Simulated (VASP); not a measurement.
Input of a VASP 6.6.1 run:

Contents of INCAR:

```
PREC = Accurate ; ENCUT = 600
EDIFF = 1E-6 ; ISMEAR = 0
SIGMA = 0.1 ; LREAL = False
LASPH = True ; NELM = 80
ALGO = Fast ; ISIF = 3
LWAVE = False ; LCHARG = False
GGA = PE ; IBRION = 2
NSW = 100 ; EDIFFG = -0.01
```

KPOINTS

```
Automatic mesh
0
Gamma
  10 10 10
```

File POSCAR:

```
NaBe2
1.0
    0.0000000000      3.4396184759      3.4396184759
    3.4396184759      0.0000000000      3.4396184759
    3.4396184759      3.4396184759      0.0000000000
Na Be
2 4
Direct
    0.5000000000      0.5000000000      0.5000000000
    0.7500000000      0.7500000000      0.7500000000
    0.1250000000      0.1250000000      0.1250000000
    0.6250000000      0.1250000000      0.1250000000
    0.1250000000      0.1250000000      0.6250000000
    0.1250000000      0.6250000000      0.1250000000
```

Potentials or basis: VASP PAW PBE potentials, release 64 (Na_pv, Be).

Launch:

```bash
$ cat potpaw_PBE.64/Na_pv/POTCAR potpaw_PBE.64/Be/POTCAR > POTCAR
$ mpirun -np 1 vasp_std > vasp.out
```

Task: What does it give for the band gap on the k mesh?

Result: Zero (bands 11 and 12 overlap by 1.81 eV).

Task: Estimate the relaxed volume.

Result: 13.59 Å³/atom.

Task: What does it give for the relaxed cell?

Result: a = 4.868 Å, b = 4.868 Å, c = 4.868 Å, α = 60.00°, β = 60.00°, γ = 60.00°.

Final structure:
```yaml
crystal:
  lattice:
    - [0.00000, 3.44185, 3.44185]
    - [3.44185, 0.00000, 3.44185]
    - [3.44185, 3.44185, 0.00000]
  atoms:
    - { symbol: Na, position: [0.50000, 0.50000, 0.50000] }
    - { symbol: Na, position: [0.75000, 0.75000, 0.75000] }
    - { symbol: Be, position: [0.12500, 0.12500, 0.12500] }
    - { symbol: Be, position: [0.62500, 0.12500, 0.12500] }
    - { symbol: Be, position: [0.12500, 0.12500, 0.62500] }
    - { symbol: Be, position: [0.12500, 0.62500, 0.12500] }
```
